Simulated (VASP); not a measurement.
Input of a VASP 6.6.1 run:

Contents of INCAR:

```
PREC = Accurate
ENCUT = 500
EDIFF = 1E-6
ISMEAR = -1
SIGMA = 0.05
LREAL = F
LASPH = T
NELM = 200
ALGO = Normal
ISIF = 2
LWAVE = F
LCHARG = F
LNONCOLLINEAR = T
MAGMOM = 0 0 0
LORBIT = 11
LSORBIT = T
GGA_COMPAT = F
LORBMOM = T
GGA = PE
NBANDS = 25
```

Contents of KPOINTS:

```
regular mesh
0
Gamma
  8 8 7
```

Contents of POSCAR:

```
Ge
1.0
    1.3971490000     -2.6005160000      0.0000000000
    1.3971490000      2.6005160000      0.0000000000
    0.0000000000      0.0000000000      2.6982310000
Ge
1
Direct
    0.5000000000      0.5000000000      0.0000000000
```

Potentials or basis: VASP PAW PBE potentials, release 64 (Ge_d).

Run with:

```sh
$ cat potpaw_PBE.64/Ge_d/POTCAR > POTCAR
$ mpirun -np 1 vasp_ncl > vasp.out
```

(1) Estimate the net moment.

(2) Estimate the pressure.

Results:

(1) 0.00 μB per cell.

(2) -0.9 GPa.
